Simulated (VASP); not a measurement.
# HgTe (F-43m) in VASP: a series of runs

Runs on HgTe. Level: PBE. Tasks: single point.

All numbers are computed with VASP 6.6.1; they aren't measurements. Logs are shortened: lines on timing, memory, paths and dates and some standing lists are left out, and cuts for length are marked.

### Step 1. The cell of the first run

Symmetry: F-43m, No. 216, cubic system. Conventional cell: a = 5.804 Å, b = 5.804 Å, c = 5.804 Å, α = 90.00°, β = 90.00°, γ = 90.00°. Hg (site symmetry -43m) has 4 Te at 2.51 Å within 3.3 Å. Within 3.3 Å of Te (site symmetry -43m) lie 4 Hg at 2.51 Å.

### Step 2. Single point, PBE

File INCAR:

```
PREC = Accurate
ENCUT = 520
EDIFF = 1E-6
ISMEAR = -1
SIGMA = 0.15
LREAL = F
LASPH = T
NELM = 60
ALGO = Normal
ISIF = 2
LWAVE = F
LCHARG = F
GGA = PE
NBANDS = 16
```

File KPOINTS:

```
regular mesh
0
Gamma
  12 12 12
```

File POSCAR:

```
HgTe
1.0
    0.0000000000      2.9018323506      2.9018323506
    2.9018323506      0.0000000000      2.9018323506
    2.9018323506      2.9018323506      0.0000000000
Hg Te
1 1
Direct
    0.0000000000      0.0000000000      0.0000000000
    0.7500000000      0.7500000000      0.7500000000
```

Potentials or basis: VASP PAW PBE potentials, release 64 (Hg, Te).

Started as:

```console
> cat potpaw_PBE.64/Hg/POTCAR potpaw_PBE.64/Te/POTCAR > POTCAR
> mpirun -np 1 vasp_std > vasp.out
```

OUTCAR:

```text
PREC = Accurate
   ENCUT = 520
   EDIFF = 1E-6
   ISMEAR = -1
   LREAL = F
   LASPH = T
   NELM = 60
   ISIF = 2
   GGA = PE

 ion  position               nearest neighbor table
   1  0.000  0.000  0.000-   2 2.51   2 2.51   2 2.51   2 2.51
   2  0.750  0.750  0.750-   1 2.51   1 2.51   1 2.51   1 2.51

  LATTYP: Found a face centered cubic cell.
 ALAT       =     5.8036647012

  Lattice vectors:

 A1 = (   0.0000000000,   2.9018323506,   2.9018323506)
 A2 = (   2.9018323506,   0.0000000000,   2.9018323506)
 A3 = (   2.9018323506,   2.9018323506,   0.0000000000)

Analysis of symmetry for initial positions (statically):
=====================================================================
 Subroutine PRICEL returns:
 Original cell was already a primitive cell.

 Routine SETGRP: Setting up the symmetry group for a
 face centered cubic supercell.

 Subroutine GETGRP returns: Found 24 space group operations
 (whereof 24 operations were pure point group operations)
 out of a pool of 48 trial point group operations.

The static configuration has the point symmetry T_d .

Analysis of symmetry for dynamics (positions and initial velocities):
=====================================================================
 Subroutine PRICEL returns:
 Original cell was already a primitive cell.

 Routine SETGRP: Setting up the symmetry group for a
 face centered cubic supercell.

 Subroutine GETGRP returns: Found 24 space group operations
 (whereof 24 operations were pure point group operations)
 out of a pool of 48 trial point group operations.

The dynamic configuration has the point symmetry T_d .

 Subroutine INISYM returns: Found 24 space group operations
 (whereof 24 operations are pure point group operations),
 and found     1 'primitive' translations

----------------------------------------------------------------------------------------

                                     Primitive cell

  volume of cell :      48.8705

  direct lattice vectors                    reciprocal lattice vectors
     0.000000000  2.901832351  2.901832351    -0.172304923  0.172304923  0.172304923
     2.901832351  0.000000000  2.901832351     0.172304923 -0.172304923  0.172304923
     2.901832351  2.901832351  0.000000000     0.172304923  0.172304923 -0.172304923

  length of vectors
[... 79 lines left out ...]
   LASPH  =      T    aspherical Exc in radial PAW
   ENCUT  =  520.0 eV  38.22 Ry    6.18 a.u.   7.63  7.63  7.63*2*pi/ulx,y,z
   NELM   =     60;   NELMIN=  2; NELMDL= -5     # of ELM steps
   EDIFF  = 0.1E-05   stopping-criterion for ELM
   LREAL  =      F    real-space projection
   EDIFFG = 0.1E-04   stopping-criterion for IOM
   NSW    =      0    number of steps for IOM
   IBRION =     -1    ionic relax: 0-MD 1-quasi-New 2-CG
   NFREE  =      0    steps in history (QN), initial steepest desc. (CG)
   ISIF   =      2    stress and relaxation
   ISYM   =      2    0-nonsym 1-usesym 2-fastsym
   POTIM  = 0.5000    time-step for ionic-motion
   TEBEG  =    0.0;   TEEND  =   0.0 temperature during run
   PSTRESS=    0.0 pullay stress
   NELECT =      18.0000    total number of electrons
   NUPDOWN=      -1.0000    fix difference up-down
   EMIN   =  10.00;   EMAX   =-10.00  energy-range for DOS
   EFERMI =   0.00;   METHOD = LEGACY
   ISMEAR =    -1;   SIGMA  =   0.15  broadening in eV -4-tet -1-fermi 0-gaus
   EFERMI_NEDOS =   21; number of points for ismear=-14 and -15
   IALGO  =     38    algorithm
   IMIX   =      4    mixing-type and parameters
     AMIX     =   0.40;   BMIX     =  1.00
     AMIX_MAG =   1.60;   BMIX_MAG =  1.00
  volume/ion in A,a.u.               =      24.44       164.90
  Fermi-wavevector in a.u.,A,eV,Ry     =   1.173501  2.217595 18.736636  1.377104
  Thomas-Fermi vector in A             =   2.309913
   LORBIT       =      0    0 simple, 1 ext, 2 COOP (PROOUT), +10 PAW based schemes
   GGA     = PE    functional components
   LHFCALC =     F    Hartree Fock is set to
   AEXX    =    0.0000 exact exchange contribution
   IVDW    =     0    specifies the selected vdW correction
   LEPSILON=     F    determine dielectric tensor
   LRPA    =     F    only Hartree local field effects (RPA)
 non-spin polarized calculation
  energy-cutoff  :      520.00
  volume of cell :       48.87
 maximum number of plane-waves:      1363
   NGX = 15   NGY = 15   NGZ = 15

 number of electron      18.0000002 magnetization

 Free energy of the ion-electron system (eV)
  ---------------------------------------------------
  ext. energy  EPLUGINS =         0.00000000
  ---------------------------------------------------
  free energy    TOTEN  =        -1.58420711 eV

  energy without entropy =       -1.58140086  energy(sigma->0) =       -1.58280399

 E-fermi :   7.5982     XC(G=0): -10.3019

 val. band max:        7.4782987533   @ k =   0.0000   0.0000   0.0000
 cond. band min:       7.9980439352   @ k =   0.5000   0.0000   0.0000
 fundamental gap:      0.5197451820
 Fermi energy:         7.5981804681

 k-point     1 :       0.0000    0.0000    0.0000
  band No.  band energies     occupation
      1      -7.7181      2.00000
      2      -2.5981      2.00000
      3      -2.5981      2.00000
      4      -2.5981      2.00000
      5      -1.5931      2.00000
      6      -1.5931      2.00000
[... 433 lines left out ...]
      3      -2.2786      2.00000
      4      -1.6922      2.00000
      5      -1.5781      2.00000
      6      -1.1943      2.00000
[... 8 lines left out ...]
     15      16.7889      0.00000
     16      17.0631      0.00000

 [... further k-points ...]

------------------------ aborting loop because EDIFF is reached ----------------------------------------

  FORCE on cell =-STRESS in cart. coord.  units (eV):
  Direction    XX          YY          ZZ          XY          YZ          ZX
  --------------------------------------------------------------------------------------
  -------------------------------------------------------------------------------------
  Total       12.3235586     12.3235586     12.3235586      0.0000000     -0.0000000     -0.0000000
  in kB      404.0171204    404.0171204    404.0171204      0.0000000     -0.0000000     -0.0000000
  external PRESSURE =     404.0171204 kB  Pullay stress =       0.0000000 kB

 VOLUME and BASIS-vectors are now :
 -----------------------------------------------------------------------------
  energy-cutoff  :      520.00
  volume of cell :       48.87
      direct lattice vectors                 reciprocal lattice vectors
     0.000000000  2.901832351  2.901832351    -0.172304923  0.172304923  0.172304923
     2.901832351  0.000000000  2.901832351     0.172304923 -0.172304923  0.172304923
     2.901832351  2.901832351  0.000000000     0.172304923  0.172304923 -0.172304923

 POSITION                                       TOTAL-FORCE (eV/Angst)
 -----------------------------------------------------------------------------------
      0.00000      0.00000      0.00000         0.000000     -0.000000      0.000000
      4.35275      4.35275      4.35275        -0.000000      0.000000     -0.000000
 -----------------------------------------------------------------------------------
    total drift:                                0.000000      0.000000      0.000000

  FREE ENERGIE OF THE ION-ELECTRON SYSTEM (eV)
  ---------------------------------------------------
  free  energy   TOTEN  =        -1.5842071116 eV

  energy  without entropy=       -1.5814008623  energy(sigma->0) =       -1.58280399
```

OSZICAR:

```text
N       E                     dE             d eps       ncg     rms          rms(c)
DAV:   1     0.113375547862E+03    0.11338E+03   -0.86472E+03  2344   0.102E+03
DAV:   2     0.135075105961E+01   -0.11202E+03   -0.10613E+03  2712   0.246E+02
DAV:   3    -0.187350342618E+01   -0.32243E+01   -0.32176E+01  2952   0.430E+01
DAV:   4    -0.189806141824E+01   -0.24558E-01   -0.24557E-01  3104   0.358E+00
DAV:   5    -0.189837126085E+01   -0.30984E-03   -0.30984E-03  3064   0.322E-01    0.158E+01
DAV:   6    -0.161512395574E+01    0.28325E+00   -0.48119E-01  2744   0.106E+01    0.111E+01
DAV:   7    -0.158750433175E+01    0.27620E-01   -0.17863E-01  2752   0.337E+00    0.239E+00
DAV:   8    -0.158427445118E+01    0.32299E-02   -0.26430E-02  2544   0.208E+00    0.948E-01
DAV:   9    -0.158417271009E+01    0.10174E-03   -0.16347E-03  2976   0.341E-01    0.269E-01
DAV:  10    -0.158419970778E+01   -0.26998E-04   -0.11294E-04  2960   0.852E-02    0.520E-02
DAV:  11    -0.158420728921E+01   -0.75814E-05   -0.20150E-05  2704   0.403E-02    0.221E-02
DAV:  12    -0.158420711161E+01    0.17760E-06   -0.30325E-06  2752   0.185E-02
   1 F= -.15842071E+01 E0= -.15828040E+01  d E =-.280625E-02
```

Wall time 52 s (1 thread of Intel Xeon 8259CL, shared host); peak memory 0.21 GiB.

What came out:

| Property | Result |
| --- | --- |
| Free energy | -1.5842 eV |
| Pressure | 40.4 GPa |

Levels at points of the mesh, in eV from the Fermi level:
| k point | band 6 | band 7 | band 8 | band 9 | band 10 | band 11 | band 12 | band 13 |
| --- | --- | --- | --- | --- | --- | --- | --- | --- |
| (0.00, 0.00, 0.00) | -9.19 | -0.26 | -0.26 | -0.26 | -0.12 | 3.12 | 3.12 | 3.12 |
| (0.50, 0.00, 0.00) | -8.71 | -8.36 | -2.11 | -2.11 | 0.40 | 4.25 | 4.25 | 5.79 |
| (0.50, 0.50, 0.00) | -8.31 | -7.80 | -4.32 | -4.32 | 1.09 | 1.23 | 9.44 | 9.85 |

Caveat: the cell stands under pressure; spin-orbit coupling is left out, which moves the levels of the heavy elements.

### Step 3. Single point, PBE

This run uses another cell than the first one, of 36.75 Å³/atom.

File INCAR:

```
  ALGO = Normal
  EDIFF = 1E-6
  ENCUT = 520
  GGA = PE
  ISIF = 2
  ISMEAR = 0
  LASPH = True
  LCHARG = True
  LELF = True
  LREAL = False
  LVHAR = True
  LWAVE = False
  NBANDS = 16
  NELM = 60
  PREC = Accurate
  SIGMA = 0.1
```

File KPOINTS:

```
k-points
0
Gamma
  12 12 12
```

File POSCAR:

```
HgTe
1.0
    0.0000000000      3.3247980831      3.3247980831
    3.3247980831      0.0000000000      3.3247980831
    3.3247980831      3.3247980831      0.0000000000
Hg Te
1 1
Direct
    0.0000000000      0.0000000000      0.0000000000
    0.7500000000      0.7500000000      0.7500000000
```

Potentials or basis: VASP PAW PBE potentials, release 64 (Hg, Te).

Started as:

```console
> cat potpaw_PBE.64/Hg/POTCAR potpaw_PBE.64/Te/POTCAR > POTCAR
> mpirun -np 1 vasp_std > vasp.out
```

It took 1.8 min on 1 thread of Intel Xeon 8259CL, shared host; peak memory 0.26 GiB.

The run converged. Its results:

* Free energy: -3.6519 eV
* Pressure: 0.1 GPa
* Band gap on the k mesh: zero (filled and empty bands touch)

Levels at points of the mesh, in eV from the Fermi level:
```
           k point  band 6  band 7  band 8  band 9  band 10  band 11  band 12  band 13
(0.00, 0.00, 0.00)   -6.53   -0.99   -0.07   -0.07    -0.07     4.30     4.30     4.30
(0.50, 0.00, 0.00)   -6.28   -5.03   -0.90   -0.90     0.63     5.04     5.04     6.73
(0.50, 0.50, 0.00)   -6.17   -5.06   -2.00   -2.00     1.84     2.63     7.85     8.44
```

Caveat: semilocal functionals underestimate gaps, so a narrow gap can read as zero; spin-orbit coupling is left out, which moves the levels of the heavy elements.

### Step 4. Single point, PBE

This run uses another cell than the first one, of 36.75 Å³/atom.

File INCAR:

```
SYSTEM = HgTe
PREC = Accurate ; ENCUT = 520
EDIFF = 1E-7 ; ISMEAR = 0
SIGMA = 0.1 ; LREAL = .FALSE.
LASPH = .TRUE. ; NELM = 80
ALGO = Normal ; ISIF = 2
LWAVE = .FALSE. ; LCHARG = .FALSE.
GGA = PE ; NBANDS = 16
```

File KPOINTS:

```
Automatic mesh
0
G
  12 12 12
  0 0 0
```

POSCAR is that of step 3.

Started as:

```console
> cat potpaw_PBE.64/Hg/POTCAR potpaw_PBE.64/Te/POTCAR > POTCAR
> mpirun -np 1 vasp_std > vasp.out
```

Wall time 1.9 min (1 thread of Intel Xeon 8259CL, shared host); peak memory 0.26 GiB.

Results (log left out):

```yaml
Free_energy: -3.6519 eV
Pressure: 0.1 GPa
Band_gap_on_the_k_mesh: zero (filled and empty bands touch)
```

Levels at points of the mesh, in eV from the Fermi level:
| k point | band 5 | band 6 | band 7 | band 8 | band 9 | band 10 | band 11 | band 12 | band 13 | band 14 |
| --- | --- | --- | --- | --- | --- | --- | --- | --- | --- | --- |
| (0.00, 0.00, 0.00) | -6.53 | -6.53 | -0.99 | -0.07 | -0.07 | -0.07 | 4.30 | 4.30 | 4.30 | 6.44 |
| (0.50, 0.00, 0.00) | -6.52 | -6.28 | -5.03 | -0.90 | -0.90 | 0.63 | 5.04 | 5.04 | 6.73 | 7.69 |
| (0.50, 0.50, 0.00) | -6.48 | -6.17 | -5.06 | -2.00 | -2.00 | 1.84 | 2.64 | 7.85 | 8.44 | 8.44 |

Caveat: semilocal functionals underestimate gaps, so a narrow gap can read as zero; spin-orbit coupling is left out, which moves the levels of the heavy elements.
